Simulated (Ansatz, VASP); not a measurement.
# PbF2: VASP beside Ansatz

File INCAR:

```
SYSTEM = PbF2
PREC     = Accurate       ! precision mode
ENCUT    = 600            ! plane-wave cutoff, eV
EDIFF    = 1E-6           ! SCF threshold, eV
ISMEAR   = -1             ! smearing method
SIGMA    = 0.02           ! smearing width, eV
LREAL    = .FALSE.        ! projectors in reciprocal space
LASPH    = .TRUE.         ! aspherical terms in the spheres
NELM     = 120            ! most SCF steps
ALGO     = Normal         ! electronic algorithm
ISIF     = 2              ! what is computed and relaxed
LWAVE    = .FALSE.        ! write WAVECAR
LCHARG   = .FALSE.        ! write CHGCAR
GGA      = PE             ! functional
NBANDS   = 21             ! bands
GGA_COMPAT= .FALSE.
```

Contents of KPOINTS:

```
regular mesh
0
G
  8 8 8
  0 0 0
```

POSCAR

```
PbF2
1.0
    0.0000000000      2.9458076056      2.9458076056
    2.9458076056      0.0000000000      2.9458076056
    2.9458076056      2.9458076056      0.0000000000
Pb F
1 2
Direct
    0.0000000000      0.0000000000      0.0000000000
    0.2500000000      0.2500000000      0.2500000000
    0.7500000000      0.7500000000      0.7500000000
```

Input for Ansatz:

```yaml
crystal:
  lattice:
    - [0.0, 2.9458076056, 2.9458076056]
    - [2.9458076056, 0.0, 2.9458076056]
    - [2.9458076056, 2.9458076056, 0.0]
  atoms:
    - { symbol: Pb, position: [0.0, 0.0, 0.0] }
    - { symbol: F, position: [0.25, 0.25, 0.25] }
    - { symbol: F, position: [0.75, 0.75, 0.75] }
kpoints:
  mp_grid: { grid: [8, 8, 8] }
  band_path:
    path:
      - [[0.0, 0.0, 0.0], [0.5, 8.107977649246e-36, 0.5], [0.625, 0.25, 0.625]]
      - [[0.375, 0.375, 0.75], [0.0, 0.0, 0.0], [0.5, 0.5, 0.5], [0.5, 0.25, 0.75], [0.5, 8.107977649246e-36, 0.5]]
    npoints: 10
hamiltonian:
  xc: pbe
scf:
  occupations: { method: fermi_dirac, width: 0.02 }
  n_extra_bands: 4
output:
  forces: true
  stress: true
  eigenvalues: true
  write_density: true
  write_potential: true
  elf: true
  volumetric_format: npy
```

Alike in both runs: task single point; functional PBE; k mesh 8 × 8 × 8; occupations fermi-dirac, width 0.02 eV; no spin polarisation.

```csv
,VASP,Ansatz
version,VASP 6.6.1,Ansatz 0.2.0
potentials or method,"VASP PAW PBE potentials, release 64 (Pb_d, F)","plane waves, PAW"
plane-wave cutoff (eV),600,420
valence electrons in the cell,28,28
```

|  | VASP | Ansatz | Ansatz less VASP |
| --- | --- | --- | --- |
| gap on the k mesh at the Fermi level (eV) | 4.41 | 4.41 | +0.002 |
| pressure (GPa) | 3.9 | 4.2 | +0.25 |

With one functional, cell and mesh, what is left measures potentials, basis and numerics.

Neither program's run includes spin-orbit coupling.
